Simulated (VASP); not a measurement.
Crystal: CuI.

```
CELL_PARAMETERS angstrom
0.00000 3.05158 3.05158
3.05158 0.00000 3.05158
3.05158 3.05158 0.00000
ATOMIC_POSITIONS crystal
I 0.00000 0.00000 0.00000
Cu 0.75000 0.75000 0.75000
```

Base run:

| Item | Value |
| --- | --- |
| Program | VASP 6.6.1 |
| Functional | SVWN5 |
| Potentials or basis | VASP PAW PBE potentials, release 64 (I, Cu) |
| Cutoff | 520 eV |
| k mesh | 8 × 8 × 8 |
| Occupations | fermi-dirac, width 0.05 eV |
| Spin | no spin polarisation |

Its results: band gap on the k mesh 0.91 eV; pressure -4.9 GPa.

Problem. The run is repeated on the same cell with these changes: functional from SVWN5 to HF; k mesh from 8 × 8 × 8 to 4 × 4 × 4. What comes out?

Solution. Band gap on the k mesh 9.81 eV; pressure 7.2 GPa.

Several settings changed at once.

Caveats: some runs use coarse meshes; the PAW data sets were made with another functional, which shifts forces and pressure a little; spin-orbit coupling is left out, which moves the levels of the heavy elements; the cell stands under tension (at least some runs).

